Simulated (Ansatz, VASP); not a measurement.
**Ge2Sb2Te5 in VASP and in Ansatz**

INCAR

```
SYSTEM = Ge2Sb2Te5
PREC     = Accurate       ! precision mode
ENCUT    = 520            ! plane-wave cutoff, eV
EDIFF    = 1E-6           ! SCF threshold, eV
ISMEAR   = 0              ! smearing method
SIGMA    = 0.15           ! smearing width, eV
LREAL    = .False.        ! projectors in reciprocal space
LASPH    = .True.         ! aspherical terms in the spheres
NELM     = 100            ! most SCF steps
ALGO     = Fast           ! electronic algorithm
ISIF     = 2              ! what is computed and relaxed
LWAVE    = .False.        ! write WAVECAR
LCHARG   = .False.        ! write CHGCAR
GGA      = PS             ! functional
NBANDS   = 44             ! bands
```

The input KPOINTS:

```
regular mesh
0
Gamma
  11 11 3
  0 0 0
```

POSCAR

```
Ge2Sb2Te5
1.0
   -4.2017346381      0.0000000000      0.0000000000
   -2.1008673191     -3.6388089366      0.0000000000
   -1.0506437463     -0.6065894497     17.1060817248
Ge Sb Te
2 2 5
Direct
    0.9716097237      0.9716097237      0.1703075964
   -0.0823652037     -0.0823652037      0.4940924036
    0.1751526910      0.1751526910      0.9488940753
    0.5473918290      0.5473918290      0.7155059247
   -0.1387277400     -0.1387277400      0.8322000000
    0.2311031806      0.2311031806      0.6132582649
    0.6581413394      0.6581413394      0.0511417351
    0.2911778750      0.2911778750      0.2528821737
    0.5980666450      0.5980666450      0.4115178263
```

Input for Ansatz:

```yaml
crystal:
  lattice:
    - [-4.2017346381, 0.0, 0.0]
    - [-2.1008673191, -3.6388089366, 0.0]
    - [-1.0506437463, -0.6065894497, 17.1060817248]
  atoms:
    - { symbol: Ge, position: [0.9716097237, 0.9716097237, 0.1703075964] }
    - { symbol: Ge, position: [-0.0823652037, -0.0823652037, 0.4940924036] }
    - { symbol: Sb, position: [0.175152691, 0.175152691, 0.9488940753] }
    - { symbol: Sb, position: [0.547391829, 0.547391829, 0.7155059247] }
    - { symbol: Te, position: [-0.13872774, -0.13872774, 0.8322] }
    - { symbol: Te, position: [0.2311031806, 0.2311031806, 0.6132582649] }
    - { symbol: Te, position: [0.6581413394, 0.6581413394, 0.0511417351] }
    - { symbol: Te, position: [0.291177875, 0.291177875, 0.2528821737] }
    - { symbol: Te, position: [0.598066645, 0.598066645, 0.4115178263] }
basis:
  ecutwfc: 420
kpoints:
  mp_grid: { grid: [11, 11, 3] }
hamiltonian:
  xc: pbesol
scf:
  occupations: { method: gaussian, width: 0.15 }
output:
  forces: true
  stress: true
  eigenvalues: true
```

Alike in both runs: task single point; functional PBEsol; k mesh 11 × 11 × 3; occupations gaussian, width 0.15 eV; no spin polarisation.

|  | VASP | Ansatz |
| --- | --- | --- |
| version | VASP 6.6.1 | Ansatz 0.2.0 |
| potentials or method | VASP PAW PBE potentials, release 64 (Ge_d, Sb, Te), cutoff 520 eV | scalar-relativistic, plane waves, PAW |
| valence electrons in the cell | 68 | 138 |

|  | VASP | Ansatz | Ansatz less VASP |
| --- | --- | --- | --- |
| gap on the k mesh at the Fermi level (eV) | none | none | - |
| pressure (GPa) | 1.2 | 1.1 | -0.11 |
| traceless stress, the component that is largest in VASP (GPa) | 0.97 | 0.97 | -0.009 |
| rms of the force components (eV/Å) | 0.418 | 0.401 | -0.0176 |

VASP's potentials were made for PBE, not for PBEsol. Atom by atom the forces differ by 0.020 eV/Å (rms over components). A gap of «none» marks a metal or a gap that the smearing closes. With one functional, cell and mesh, what is left measures potentials, basis and numerics. VASP's potentials hold 68 valence electrons a cell and Ansatz's 138, so a difference there can come from the potentials and not from the codes.

Neither program's run includes spin-orbit coupling.
